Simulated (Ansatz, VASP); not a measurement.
## LiH: VASP beside Ansatz

```
CELL_PARAMETERS angstrom
0.00000 1.95567 1.95567
1.95567 0.00000 1.95567
1.95567 1.95567 0.00000
ATOMIC_POSITIONS crystal
Li 0.00000 0.00000 0.00000
H 0.50000 0.50000 0.50000
```

Alike in both runs: functional LDA; k mesh 10 × 10 × 10; occupations gaussian, width 0.02 eV; no spin polarisation.

Ansatz relaxed the structure, and its values are those at the end. VASP's run is a single point on that final structure, the one shown.

|  | VASP | Ansatz |
| --- | --- | --- |
| version | VASP 6.6.1 | Ansatz 0.2.0 |
| potentials or method | VASP PAW LDA potentials, release 64 (Li_sv, H), cutoff 750 eV | scalar-relativistic, plane waves, PAW |
| valence electrons in the cell | 4 | 4 |

Ansatz gave:

```
gap on the k mesh at the Fermi level (eV) : 2.54
least direct gap on the mesh (eV)         : 2.54
pressure (GPa)                            : -0.1
```

Which values does VASP return?

gap on the k mesh at the Fermi level (eV): 2.54; least direct gap on the mesh (eV): 2.54; pressure (GPa): -0.2.

LDA's correlation is that of Perdew and Zunger in VASP and of Perdew and Wang (1992) in Ansatz.
